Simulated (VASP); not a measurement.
# Mo4C in VASP: relaxation of the atoms with PBEsol

Aim: the relaxation of the atoms of Mo4C with PBEsol.

Everything below comes from runs of VASP 6.6.1. Logs are shortened: lines on timing, memory, paths and dates and some standing lists are left out, and cuts for length are marked.

## (1) The cell of the first run

The cell holds a slab with vacuum, 5 atoms: a = 3.129 Å, b = 3.129 Å, c = 20.043 Å, α = 90.00°, β = 90.00°, γ = 90.00°.

## (2) Relaxation of the atoms, PBEsol

INCAR reads:

```
ALGO = Fast ; DIPOL = 0.5 0.5 0.350
EDIFF = 1E-6 ; EDIFFG = -0.025
ENCUT = 520 ; GGA = PS
IBRION = 2 ; IDIPOL = 3
ISIF = 2 ; ISMEAR = 0
LASPH = True ; LCHARG = False
LDIPOL = True ; LREAL = False
LWAVE = False ; NELM = 80
NSW = 36 ; PREC = Accurate
SIGMA = 0.1
```

KPOINTS reads:

```
k-points
0
Gamma
  9 9 1
```

POSCAR reads:

```
Mo4C
1.0
    3.1294301618      0.0000000000      0.0000000000
    0.0000000000      3.1294301618      0.0000000000
    0.0000000000      0.0000000000     20.0433475010
Mo C
4 1
Selective dynamics
Direct
    0.5000000000      0.5000000000      0.1995674625  F F F
    0.0000000000      0.0000000000      0.2776340170  F F F
    0.5000000000      0.5000000000      0.3579998479  F F F
    0.0000000000      0.0000000000      0.4262435454  F F F
    0.0000000000      0.5000000000      0.4861137842  F F T
```

Potentials or basis: VASP PAW PBE potentials, release 64 (Mo_sv, C).

Command:

```bash
cat potpaw_PBE.64/Mo_sv/POTCAR potpaw_PBE.64/C/POTCAR > POTCAR
mpirun -np 1 vasp_std > vasp.out
```

OUTCAR:

```text
EDIFF = 1E-6
   EDIFFG = -0.025
   ENCUT = 520
   GGA = PS
   IBRION = 2
   ISIF = 2
   ISMEAR = 0
   LASPH = True
   LREAL = False
   NELM = 80
   NSW = 36
   PREC = Accurate

 ion  position               nearest neighbor table
   1  0.500  0.500  0.200-   2 2.71   2 2.71   2 2.71   2 2.71   3 3.18
   2  0.000  0.000  0.278-   1 2.71   1 2.71   1 2.71   1 2.71   3 2.74   3 2.74   3 2.74   3 2.74
                             4 2.98
   3  0.500  0.500  0.358-   4 2.60   4 2.60   4 2.60   4 2.60   2 2.74   2 2.74   2 2.74   2 2.74
                             1 3.18
   4  0.000  0.000  0.426-   5 1.97   5 1.97   3 2.60   3 2.60   3 2.60   3 2.60   2 2.98
   5  0.000  0.500  0.486-   4 1.97   4 1.97

  LATTYP: Found a simple tetragonal cell.
 ALAT       =     3.1294301618
 C/A-ratio  =     6.4047914364

  Lattice vectors:

 A1 = (   3.1294301618,   0.0000000000,   0.0000000000)
 A2 = (   0.0000000000,   3.1294301618,   0.0000000000)
 A3 = (   0.0000000000,   0.0000000000,  20.0433475010)

Analysis of symmetry for initial positions (statically):
=====================================================================
 Subroutine PRICEL returns:
 Original cell was already a primitive cell.

 Routine SETGRP: Setting up the symmetry group for a
 simple tetragonal supercell.

 Subroutine GETGRP returns: Found  4 space group operations
 (whereof  4 operations were pure point group operations)
 out of a pool of 16 trial point group operations.

The static configuration has the point symmetry C_2v.

Analysis of symmetry for dynamics (positions and initial velocities):
=====================================================================
 Subroutine PRICEL returns:
 Original cell was already a primitive cell.

 Routine SETGRP: Setting up the symmetry group for a
 simple tetragonal supercell.

 Subroutine GETGRP returns: Found  4 space group operations
 (whereof  4 operations were pure point group operations)
 out of a pool of 16 trial point group operations.

The dynamic configuration has the point symmetry C_2v.

Analysis of constrained symmetry for selective dynamics:
=====================================================================
 Subroutine PRICEL returns:
 Original cell was already a primitive cell.

 Routine SETGRP: Setting up the symmetry group for a
 simple tetragonal supercell.

 Subroutine GETGRP returns: Found  4 space group operations
 (whereof  4 operations were pure point group operations)
 out of a pool of 16 trial point group operations.

[... 121 lines left out ...]
   EFERMI_NEDOS =   21; number of points for ismear=-14 and -15
   IALGO  =     68    algorithm
   IMIX   =      4    mixing-type and parameters
     AMIX     =   0.40;   BMIX     =  1.00
     AMIX_MAG =   1.60;   BMIX_MAG =  1.00
  volume/ion in A,a.u.               =      39.26       264.93
  Fermi-wavevector in a.u.,A,eV,Ry     =   1.102787  2.083965 16.546579  1.216139
  Thomas-Fermi vector in A             =   2.239235
   LORBIT       =      0    0 simple, 1 ext, 2 COOP (PROOUT), +10 PAW based schemes
   GGA     = PS    functional components
   LHFCALC =     F    Hartree Fock is set to
   AEXX    =    0.0000 exact exchange contribution
   IVDW    =     0    specifies the selected vdW correction
   LEPSILON=     F    determine dielectric tensor
   LRPA    =     F    only Hartree local field effects (RPA)
 conjugate gradient relaxation of ions
 non-spin polarized calculation
 RMM-DIIS sequential band-by-band and
 Gauss-broadening in eV      SIGMA  =   0.10
  energy-cutoff  :      520.00
  volume of cell :      196.29
 maximum number of plane-waves:      5322
   NGX = 11   NGY = 11   NGZ = 75

 dipolmoment           0.000000      0.000000     -0.366414 electrons x Angstroem

--------------------------------------- Ionic step        1  -------------------------------------------

 number of electron      59.9999997 magnetization

 Free energy of the ion-electron system (eV)
  ---------------------------------------------------
  ext. energy  EPLUGINS =         0.00000000
  ---------------------------------------------------
  free energy    TOTEN  =       -50.30644739 eV

  energy without entropy =      -50.28005431  energy(sigma->0) =      -50.29325085

------------------------ aborting loop because EDIFF is reached ----------------------------------------

  FORCE on cell =-STRESS in cart. coord.  units (eV):
  Direction    XX          YY          ZZ          XY          YZ          ZX
  --------------------------------------------------------------------------------------
  -------------------------------------------------------------------------------------
  Total       -1.5786494     -2.1241847     -1.5530962      0.0000000      0.0000000      0.0000000
  in kB      -12.8853287    -17.3381226    -12.6767566      0.0000000      0.0000000      0.0000000
  external PRESSURE =     -14.3000693 kB  Pullay stress =       0.0000000 kB
[... 65 lines left out ...]
--------------------------------------- Ionic step        3  -------------------------------------------

 number of electron      59.9999997 magnetization

 dipolmoment           0.000000      0.000000      0.128915 electrons x Angstroem

 Free energy of the ion-electron system (eV)
  ---------------------------------------------------
  ext. energy  EPLUGINS =         0.00000000
  ---------------------------------------------------
  free energy    TOTEN  =       -50.33208429 eV

  energy without entropy =      -50.30575345  energy(sigma->0) =      -50.31891887

 E-fermi :   0.7988     XC(G=0):  -5.7303

 val. band max:        0.7901161677   @ k =   0.3333   0.3333   0.0000
 cond. band min:       0.8355513084   @ k =   0.0000   0.0000   0.0000
 fundamental gap:      0.0454351408
 Fermi energy:         0.7988437060

 k-point     1 :       0.0000    0.0000    0.0000
  band No.  band energies     occupation
      1     -60.2794      2.00000
      2     -60.0508      2.00000
      3     -59.7981      2.00000
      4     -59.6213      2.00000
      5     -34.5788      2.00000
      6     -34.5772      2.00000
[... 925 lines left out ...]
     35       2.5330      0.00000
     36       3.1620      0.00000

 [... further k-points ...]

------------------------ aborting loop because EDIFF is reached ----------------------------------------

 vacuum level on the upper side and lower side of the slab       (xc-potential included)         1.152        -1.166

  FORCE on cell =-STRESS in cart. coord.  units (eV):
  Direction    XX          YY          ZZ          XY          YZ          ZX
  --------------------------------------------------------------------------------------
  -------------------------------------------------------------------------------------
  Total       -1.2953212     -0.2166079     -0.5595494      0.0000000      0.0000000      0.0000000
  in kB      -10.5727334     -1.7680076     -4.5671813      0.0000000      0.0000000      0.0000000
  external PRESSURE =      -5.6359741 kB  Pullay stress =       0.0000000 kB
[... 20 lines left out ...]
  FREE ENERGIE OF THE ION-ELECTRON SYSTEM (eV)
  ---------------------------------------------------
  free  energy   TOTEN  =       -50.3320842877 eV

  energy  without entropy=      -50.3057534526  energy(sigma->0) =      -50.31891887

 reached required accuracy - stopping structural energy minimisation

 vacuum level on the upper side and lower side of the slab         7.211         4.832
```

It took 15 min on 1 thread of Oxide Virtual Turin-like, shared host; peak memory 0.33 GiB.

What came out:

```yaml
Free_energy: -50.3321 eV
Energy_gained_by_relaxing: 5.1 meV/atom
Ionic_steps: 3
Band_gap_on_the_k_mesh: zero (bands 30 and 31 overlap by 1.51 eV)
```

Step by step:
| step | energy change (eV) | largest force on free atoms (eV/Å) | pressure (GPa) |
| --- | --- | --- | --- |
| 1 | 0.0000 | 0.7834 | -1.43 |
| 2 | -0.0212 | 0.3335 | -0.93 |
| 3 | -0.0256 | 0.0018 | -0.56 |

Final structure:
```
Mo C
1.0
     3.12943    0.00000    0.00000
     0.00000    3.12943    0.00000
     0.00000    0.00000   20.04335
Mo C
4 1
Direct
  0.50000 0.50000 0.19957
  0.00000 0.00000 0.27763
  0.50000 0.50000 0.35800
  0.00000 0.00000 0.42624
  0.00000 0.50000 0.48290
```

Caveat: the PAW data sets were made with another functional, which shifts forces and pressure a little.
